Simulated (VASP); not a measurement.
Write the native input for VASP 6.6.1 that does the following.

* Task: single point
* Functional: PBE0
* Potentials or basis: VASP PAW PBE potentials, release 64 (Pb_d, I)
* Cutoff: 400 eV
* k mesh: 6 × 6 × 2
* Occupations: gaussian, width 0.01 eV
* Spin: no spin polarisation
* Dipole correction: no
* Grid for exact exchange (PRECFOCK): Normal
* Further INCAR settings: ALGO = Normal; EDIFF = 1e-06; NBANDS = 21
* Share of exact exchange: 0.25

PbI2:

```
Pb I
1.0
     4.56573    0.00000    0.00000
    -2.28286    3.95403    0.00000
     0.00000    0.00000    7.04108
Pb I
1 2
Cartesian
  0.0000 0.0000 0.0000
  0.0000 2.6360 1.8784
  2.2829 1.3180 5.1627
```

One way to write it, as run:

POSCAR

```
PbI2
1.0
    4.5657260700      0.0000000000      0.0000000000
   -2.2828630350      3.9540347633      0.0000000000
    0.0000000000      0.0000000000      7.0410821704
Pb I
1 2
Direct
    0.0000000000      0.0000000000      0.0000000000
    0.3333333333      0.6666666667      0.2667794085
    0.6666666667      0.3333333333      0.7332205915
```

INCAR.step1

```
SYSTEM = PbI2
ALGO = Normal
EDIFF = 1E-5
ENCUT = 400
GGA = PE
GGA_COMPAT = .FALSE.
ISIF = 2
ISMEAR = 0
LASPH = .TRUE.
LCHARG = .FALSE.
LREAL = .FALSE.
LWAVE = .TRUE.
NBANDS = 21
NELM = 120
PREC = Accurate
SIGMA = 0.01
```

INCAR.step2

```
SYSTEM = PbI2
AEXX = 0.25
ALGO = Normal
EDIFF = 1E-6
ENCUT = 400
GGA = PE
GGA_COMPAT = .FALSE.
ISIF = 2
ISMEAR = 0
ISTART = 1
LASPH = .TRUE.
LCHARG = .FALSE.
LHFCALC = .TRUE.
LREAL = .FALSE.
LWAVE = .FALSE.
NBANDS = 21
NELM = 120
PREC = Accurate
PRECFOCK = Normal
SIGMA = 0.01
```

KPOINTS

```
k-points
0
G
  6 6 2
  0 0 0
```

Potentials or basis: VASP PAW PBE potentials, release 64 (Pb_d, I).

Launch:

```console
$ cat potpaw_PBE.64/Pb_d/POTCAR potpaw_PBE.64/I/POTCAR > POTCAR
$ cp INCAR.step1 INCAR
$ mpirun -np 1 vasp_std > vasp.out
$ cp INCAR.step2 INCAR
$ mpirun -np 1 vasp_std > vasp.out
```

Results of the run:

The pressure is 0.6 GPa, the largest force is 0.072 eV/Å and the band gap on the k mesh is 3.58 eV.

Caveat: the k points lie up to 0.45 Å⁻¹ apart; the PAW data sets were made with another functional, which shifts forces and pressure a little; spin-orbit coupling is left out, which moves the levels of the heavy elements; this functional lacks dispersion, which binds layers or chains, so the pressure and a relaxed spacing across them are unreliable.

It took 33 min on 1 thread of Intel(R) Xeon(R) Platinum 8375C CPU @ 2.90GHz (Ice Lake) (shared host), peak memory 0.24 GiB.
